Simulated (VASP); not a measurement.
# ZrS (Fm-3m) in VASP: single point with PBEsol

Aim: the single point of ZrS with PBEsol.

Program: VASP 6.6.1. These are calculated values, not measurements. Logs are shortened: lines on timing, memory, paths and dates and some standing lists are left out, and cuts for length are marked.

**1. The cell of the first run**

Symmetry: Fm-3m, No. 225, cubic system. The conventional cell has a = 5.250 Å, b = 5.250 Å, c = 5.250 Å, α = 90.00°, β = 90.00°, γ = 90.00°. Within 3.5 Å of Zr (site symmetry m-3m) lie 6 S at 2.62 Å. Within 3.5 Å of S (site symmetry m-3m) lie 6 Zr at 2.62 Å.

**2. Single point, PBEsol**

The input, INCAR:

```
PREC = Accurate ; ENCUT = 520
EDIFF = 1E-6 ; ISMEAR = 0
SIGMA = 0.15 ; LREAL = F
LASPH = T ; NELM = 80
ALGO = Normal ; ISIF = 2
LWAVE = F ; LCHARG = F
GGA = PS ; NBANDS = 16
```

The input, KPOINTS:

```
Automatic mesh
0
Gamma
  18 18 18
```

The input, POSCAR:

```
ZrS
1.0
    0.0000000000      2.6250000000      2.6250000000
    2.6250000000      0.0000000000      2.6250000000
    2.6250000000      2.6250000000      0.0000000000
Zr S
1 1
Direct
    0.0000000000      0.0000000000      0.0000000000
    0.5000000000      0.5000000000      0.5000000000
```

Potentials or basis: VASP PAW PBE potentials, release 64 (Zr_sv, S).

The run is started by

```console
$ cat potpaw_PBE.64/Zr_sv/POTCAR potpaw_PBE.64/S/POTCAR > POTCAR
$ mpirun -np 1 vasp_std > vasp.out
```

OUTCAR:

```text
PREC = Accurate
   ENCUT = 520
   EDIFF = 1E-6
   ISMEAR = 0
   LREAL = F
   LASPH = T
   NELM = 80
   ISIF = 2
   GGA = PS

 ion  position               nearest neighbor table
   1  0.000  0.000  0.000-   2 2.62   2 2.62   2 2.62   2 2.62   2 2.62   2 2.62
   2  0.500  0.500  0.500-   1 2.62   1 2.62   1 2.62   1 2.62   1 2.62   1 2.62

  LATTYP: Found a face centered cubic cell.
 ALAT       =     5.2500000000

  Lattice vectors:

 A1 = (   0.0000000000,   2.6250000000,   2.6250000000)
 A2 = (   2.6250000000,   0.0000000000,   2.6250000000)
 A3 = (   2.6250000000,   2.6250000000,   0.0000000000)

Analysis of symmetry for initial positions (statically):
=====================================================================
 Subroutine PRICEL returns:
 Original cell was already a primitive cell.

 Routine SETGRP: Setting up the symmetry group for a
 face centered cubic supercell.

 Subroutine GETGRP returns: Found 48 space group operations
 (whereof 48 operations were pure point group operations)
 out of a pool of 48 trial point group operations.

The static configuration has the point symmetry O_h .

Analysis of symmetry for dynamics (positions and initial velocities):
=====================================================================
 Subroutine PRICEL returns:
 Original cell was already a primitive cell.

 Routine SETGRP: Setting up the symmetry group for a
 face centered cubic supercell.

 Subroutine GETGRP returns: Found 48 space group operations
 (whereof 48 operations were pure point group operations)
 out of a pool of 48 trial point group operations.

The dynamic configuration has the point symmetry O_h .

 Subroutine INISYM returns: Found 48 space group operations
 (whereof 48 operations are pure point group operations),
 and found     1 'primitive' translations

----------------------------------------------------------------------------------------

                                     Primitive cell

  volume of cell :      36.1758

  direct lattice vectors                    reciprocal lattice vectors
     0.000000000  2.625000000  2.625000000    -0.190476190  0.190476190  0.190476190
     2.625000000  0.000000000  2.625000000     0.190476190 -0.190476190  0.190476190
     2.625000000  2.625000000  0.000000000     0.190476190  0.190476190 -0.190476190

  length of vectors
     3.712310601  3.712310601  3.712310601     0.329914440  0.329914440  0.329914440

  position of ions in fractional coordinates (direct lattice)
     0.000000000  0.000000000  0.000000000
     0.500000000  0.500000000  0.500000000

  ion indices of the primitive-cell ions
   primitive index   ion index
                 1           1
                 2           2

----------------------------------------------------------------------------------------

 KPOINTS: Automatic mesh

Automatic generation of k-mesh.
 Grid dimensions read from file:
 generate k-points for:   18   18   18

 Generating k-lattice:

  Cartesian coordinates                     Fractional coordinates (reciprocal lattice)
    -0.010582011  0.010582011  0.010582011     0.055555556  0.000000000  0.000000000
     0.010582011 -0.010582011  0.010582011     0.000000000  0.055555556  0.000000000
     0.010582011  0.010582011 -0.010582011     0.000000000  0.000000000  0.055555556

  Length of vectors
     0.018328580  0.018328580  0.018328580

  Shift w.r.t. Gamma in fractional coordinates (k-lattice)
     0.000000000  0.000000000  0.000000000

 Subroutine IBZKPT returns following result:
 ===========================================

 Found    195 irreducible k-points:

 Following reciprocal coordinates:
            Coordinates               Weight
  0.000000  0.000000  0.000000      1.000000
  0.055556  0.000000  0.000000      8.000000
  0.111111  0.000000  0.000000      8.000000
  0.166667  0.000000  0.000000      8.000000
  0.222222  0.000000  0.000000      8.000000
  0.277778  0.000000  0.000000      8.000000
[... 16 lines left out ...]
 -0.277778  0.055556  0.000000     24.000000
 -0.222222  0.055556  0.000000     24.000000
 [... further k-points ...]
   k-points           NKPTS =    195   k-points in BZ     NKDIM =    195   number of bands    NBANDS=     16
   number of dos      NEDOS =    301   number of ions     NIONS =      2
   total plane-waves  NPLWV =  21952
   dimension x,y,z NGX =    28 NGY =   28 NGZ =   28
   dimension x,y,z NGXF=    56 NGYF=   56 NGZF=   56
   ions per type =               1   1
   NGX,Y,Z   is equivalent  to a cutoff of  12.54, 12.54, 12.54 a.u.
   NGXF,Y,Z  is equivalent  to a cutoff of  25.08, 25.08, 25.08 a.u.
 SYSTEM =  unknown system
   PREC   = accura    normal or accurate (medium, high low for compatibility)
   ISTART =      0    job   : 0-new  1-cont  2-samecut
   ICHARG =      2    charge: 1-file 2-atom 10-const
   ISPIN  =      1    spin polarized calculation?
   LNONCOLLINEAR =      F non collinear calculations
   LSORBIT =      F    spin-orbit coupling
   LASPH  =      T    aspherical Exc in radial PAW
   ENCUT  =  520.0 eV  38.22 Ry    6.18 a.u.   6.90  6.90  6.90*2*pi/ulx,y,z
   NELM   =     80;   NELMIN=  2; NELMDL= -5     # of ELM steps
   EDIFF  = 0.1E-05   stopping-criterion for ELM
   LREAL  =      F    real-space projection
   EDIFFG = 0.1E-04   stopping-criterion for IOM
   NSW    =      0    number of steps for IOM
   IBRION =     -1    ionic relax: 0-MD 1-quasi-New 2-CG
   NFREE  =      0    steps in history (QN), initial steepest desc. (CG)
   ISIF   =      2    stress and relaxation
   ISYM   =      2    0-nonsym 1-usesym 2-fastsym
   POTIM  = 0.5000    time-step for ionic-motion
   TEBEG  =    0.0;   TEEND  =   0.0 temperature during run
   PSTRESS=    0.0 pullay stress
   NELECT =      18.0000    total number of electrons
   NUPDOWN=      -1.0000    fix difference up-down
   EMIN   =  10.00;   EMAX   =-10.00  energy-range for DOS
   EFERMI =   0.00;   METHOD = LEGACY
   ISMEAR =     0;   SIGMA  =   0.15  broadening in eV -4-tet -1-fermi 0-gaus
   EFERMI_NEDOS =   21; number of points for ismear=-14 and -15
   IALGO  =     38    algorithm
   IMIX   =      4    mixing-type and parameters
     AMIX     =   0.40;   BMIX     =  1.00
     AMIX_MAG =   1.60;   BMIX_MAG =  1.00
  volume/ion in A,a.u.               =      18.09       122.06
  Fermi-wavevector in a.u.,A,eV,Ry     =   1.297258  2.451462 22.896950  1.682878
  Thomas-Fermi vector in A             =   2.428662
   LORBIT       =      0    0 simple, 1 ext, 2 COOP (PROOUT), +10 PAW based schemes
   GGA     = PS    functional components
   LHFCALC =     F    Hartree Fock is set to
   AEXX    =    0.0000 exact exchange contribution
   IVDW    =     0    specifies the selected vdW correction
   LEPSILON=     F    determine dielectric tensor
   LRPA    =     F    only Hartree local field effects (RPA)
 non-spin polarized calculation
 Gauss-broadening in eV      SIGMA  =   0.15
  energy-cutoff  :      520.00
  volume of cell :       36.18
 maximum number of plane-waves:       990
   NGX = 13   NGY = 13   NGZ = 13

 number of electron      18.0000000 magnetization

 Free energy of the ion-electron system (eV)
  ---------------------------------------------------
  ext. energy  EPLUGINS =         0.00000000
  ---------------------------------------------------
  free energy    TOTEN  =       -16.48656929 eV

  energy without entropy =      -16.47099345  energy(sigma->0) =      -16.47878137

 E-fermi :  10.6049     XC(G=0): -11.4607

 val. band max:       10.6037471956   @ k =  -0.1111   0.1667   0.0556
 cond. band min:      10.6049029314   @ k =  -0.2778   0.1111   0.0000
 fundamental gap:      0.0011557358
 Fermi energy:        10.6048605493

 k-point     1 :       0.0000    0.0000    0.0000
  band No.  band energies     occupation
      1     -39.2842      2.00000
      2     -17.2795      2.00000
      3     -17.2795      2.00000
      4     -17.2795      2.00000
      5      -5.2138      2.00000
      6       7.0911      2.00000
[... 8 lines left out ...]
     15      17.7259      0.00000
     16      22.9589      0.00000

 k-point     2 :       0.0556    0.0000    0.0000
  band No.  band energies     occupation
      1     -39.2834      2.00000
      2     -17.2906      2.00000
      3     -17.2805      2.00000
      4     -17.2805      2.00000
      5      -5.1743      2.00000
      6       6.8349      2.00000
[... 8 lines left out ...]
     15      17.8603      0.00000
     16      22.6570      0.00000

 k-point     3 :       0.1111    0.0000    0.0000
  band No.  band energies     occupation
      1     -39.2811      2.00000
      2     -17.3222      2.00000
      3     -17.2832      2.00000
      4     -17.2832      2.00000
      5      -5.0587      2.00000
      6       6.2339      2.00000
[... 8 lines left out ...]
     15      18.2206      0.00000
     16      21.9751      0.00000

 k-point     4 :       0.1667    0.0000    0.0000
  band No.  band energies     occupation
      1     -39.2776      2.00000
      2     -17.3700      2.00000
      3     -17.2874      2.00000
      4     -17.2874      2.00000
      5      -4.8764      2.00000
      6       5.5059      2.00000
[... 8 lines left out ...]
     15      18.6221      0.00000
     16      21.3718      0.00000

 k-point     5 :       0.2222    0.0000    0.0000
  band No.  band energies     occupation
      1     -39.2734      2.00000
      2     -17.4277      2.00000
      3     -17.2924      2.00000
      4     -17.2924      2.00000
      5      -4.6426      2.00000
      6       4.7645      2.00000
[... 8 lines left out ...]
     15      18.6898      0.00000
     16      20.5975      0.00000

 k-point     6 :       0.2778    0.0000    0.0000
  band No.  band energies     occupation
      1     -39.2688      2.00000
      2     -17.4882      2.00000
      3     -17.2978      2.00000
      4     -17.2978      2.00000
      5      -4.3786      2.00000
      6       4.0707      2.00000
[... 8 lines left out ...]
     15      18.5867      0.00000
     16      19.5718      0.00000

 k-point     7 :       0.3333    0.0000    0.0000
  band No.  band energies     occupation
      1     -39.2645      2.00000
      2     -17.5441      2.00000
      3     -17.3029      2.00000
      4     -17.3029      2.00000
      5      -4.1124      2.00000
      6       3.4671      2.00000
[... 8 lines left out ...]
     15      18.5680      0.00000
     16      18.5680      0.00000

 k-point     8 :       0.3889    0.0000    0.0000
  band No.  band energies     occupation
      1     -39.2610      2.00000
      2     -17.5891      2.00000
      3     -17.3070      2.00000
      4     -17.3070      2.00000
      5      -3.8785      2.00000
      6       2.9925      2.00000
[... 8 lines left out ...]
     15      17.6620      0.00000
     16      17.6620      0.00000

 k-point     9 :       0.4444    0.0000    0.0000
  band No.  band energies     occupation
      1     -39.2587      2.00000
      2     -17.6181      2.00000
      3     -17.3097      2.00000
      4     -17.3097      2.00000
      5      -3.7153      2.00000
      6       2.6856      2.00000
[... 8 lines left out ...]
     15      16.9194      0.00000
     16      16.9194      0.00000
[... 172 lines left out ...]
 k-point    19 :       0.5000    0.0556    0.0000
  band No.  band energies     occupation
      1     -39.2577      2.00000
      2     -17.6228      2.00000
      3     -17.3164      2.00000
      4     -17.3130      2.00000
      5      -3.6797      2.00000
      6       2.6423      2.00000
[... 8 lines left out ...]
     15      16.6823      0.00000
     16      16.9504      0.00000

 k-point    20 :      -0.4444    0.0556    0.0000
  band No.  band energies     occupation
      1     -39.2580      2.00000
      2     -17.6195      2.00000
      3     -17.3181      2.00000
      4     -17.3107      2.00000
      5      -3.6979      2.00000
      6       2.6746      2.00000
[... 8 lines left out ...]
     15      16.7160      0.00000
     16      17.0364      0.00000

 k-point    21 :      -0.3889    0.0556    0.0000
  band No.  band energies     occupation
      1     -39.2597      2.00000
      2     -17.5971      2.00000
      3     -17.3177      2.00000
      4     -17.3067      2.00000
      5      -3.8230      2.00000
      6       2.9031      2.00000
[... 8 lines left out ...]
     15      17.3737      0.00000
     16      17.5054      0.00000

 k-point    22 :      -0.3333    0.0556    0.0000
  band No.  band energies     occupation
      1     -39.2628      2.00000
      2     -17.5581      2.00000
      3     -17.3153      2.00000
      4     -17.3015      2.00000
      5      -4.0287      2.00000
      6       3.3020      2.00000
[... 8 lines left out ...]
     15      18.1663      0.00000
     16      18.3615      0.00000

 k-point    23 :      -0.2778    0.0556    0.0000
  band No.  band energies     occupation
      1     -39.2669      2.00000
      2     -17.5066      2.00000
      3     -17.3110      2.00000
      4     -17.2957      2.00000
      5      -4.2788      2.00000
      6       3.8338      2.00000
[... 8 lines left out ...]
     15      18.6725      0.00000
     16      18.9582      0.00000

 k-point    24 :      -0.2222    0.0556    0.0000
  band No.  band energies     occupation
      1     -39.2713      2.00000
      2     -17.4487      2.00000
      3     -17.3054      2.00000
      4     -17.2901      2.00000
      5      -4.5384      2.00000
      6       4.4585      2.00000
[... 8 lines left out ...]
     15      18.6752      0.00000
     16      19.7574      0.00000

 [... further k-points ...]
[... 5 lines left out ...]
  --------------------------------------------------------------------------------------
  -------------------------------------------------------------------------------------
  Total       -1.4101048     -1.4101048     -1.4101048      0.0000000      0.0000000      0.0000000
  in kB      -62.4516696    -62.4516696    -62.4516696      0.0000000      0.0000000      0.0000000
  external PRESSURE =     -62.4516696 kB  Pullay stress =       0.0000000 kB

 VOLUME and BASIS-vectors are now :
 -----------------------------------------------------------------------------
  energy-cutoff  :      520.00
  volume of cell :       36.18
      direct lattice vectors                 reciprocal lattice vectors
     0.000000000  2.625000000  2.625000000    -0.190476190  0.190476190  0.190476190
     2.625000000  0.000000000  2.625000000     0.190476190 -0.190476190  0.190476190
     2.625000000  2.625000000  0.000000000     0.190476190  0.190476190 -0.190476190

 POSITION                                       TOTAL-FORCE (eV/Angst)
 -----------------------------------------------------------------------------------
      0.00000      0.00000      0.00000        -0.000000     -0.000000     -0.000000
      2.62500      2.62500      2.62500         0.000000      0.000000      0.000000
 -----------------------------------------------------------------------------------
    total drift:                                0.000000      0.000000      0.000000

  FREE ENERGIE OF THE ION-ELECTRON SYSTEM (eV)
  ---------------------------------------------------
  free  energy   TOTEN  =       -16.4865692883 eV

  energy  without entropy=      -16.4709934512  energy(sigma->0) =      -16.47878137
```

It took 81 s on 1 thread of Intel Xeon Platinum 8259CL at 2.50GHz (Skylake/Cascade Lake), shared host; peak memory 0.24 GiB.

What came out:

| Property | Result |
| --- | --- |
| Free energy | -16.4866 eV |
| Pressure | -6.2 GPa |
| Band gap on the k mesh | zero (band 9 reaches 12.07 eV, above the bottom of band 10 at 9.24 eV) |

Caveat: the PAW data sets were made with another functional, which shifts forces and pressure a little.
